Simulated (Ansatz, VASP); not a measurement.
# Two plane-wave programs on BaTe

INCAR

```
PREC = Accurate
ENCUT = 520
EDIFF = 1E-7
ISMEAR = 0
SIGMA = 0.01
LREAL = False
LASPH = True
NELM = 80
ALGO = Normal
ISIF = 2
LWAVE = False
LCHARG = False
GGA = PE
NBANDS = 15
```

File KPOINTS:

```
Automatic mesh
0
Gamma
  6 6 6
```

File POSCAR:

```
BaTe
1.0
    0.0000000000      3.4966961765      3.4966961765
    3.4966961765      0.0000000000      3.4966961765
    3.4966961765      3.4966961765      0.0000000000
Ba Te
1 1
Direct
    0.0000000000      0.0000000000      0.0000000000
    0.5000000000      0.5000000000      0.5000000000
```

Input for Ansatz:

```yaml
crystal:
  lattice:
    - [0.0, 3.4966961765, 3.4966961765]
    - [3.4966961765, 0.0, 3.4966961765]
    - [3.4966961765, 3.4966961765, 0.0]
  atoms:
    - { symbol: Ba, position: [0.0, 0.0, 0.0] }
    - { symbol: Te, position: [0.5, 0.5, 0.5] }
kpoints:
  mp_grid: { grid: [6, 6, 6] }
hamiltonian:
  xc: pbe
scf:
  occupations: { method: fixed }
  n_extra_bands: 4
output:
  forces: true
  stress: true
  eigenvalues: true
```

Alike in both runs: task single point; functional PBE; k mesh 6 × 6 × 6; no spin polarisation.

```csv
,VASP,Ansatz
version,VASP 6.6.1,Ansatz 0.2.0
potentials or method,"VASP PAW PBE potentials, release 64 (Ba_sv, Te)","plane waves, PAW"
plane-wave cutoff (eV),520,420
occupations,"gaussian, width 0.01 eV",fixed
valence electrons in the cell,16,26
```

VASP gave:

```
gap on the k mesh at the Fermi level (eV) : 1.51
pressure (GPa)                            : 1.3
```

Question: Which values does Ansatz return?

Answer: gap on the k mesh at the Fermi level (eV): 1.60; pressure (GPa): 0.9.

VASP's potentials hold 16 valence electrons a cell and Ansatz's 26, so a difference there can come from the potentials and not from the codes.

Neither program's run includes spin-orbit coupling.
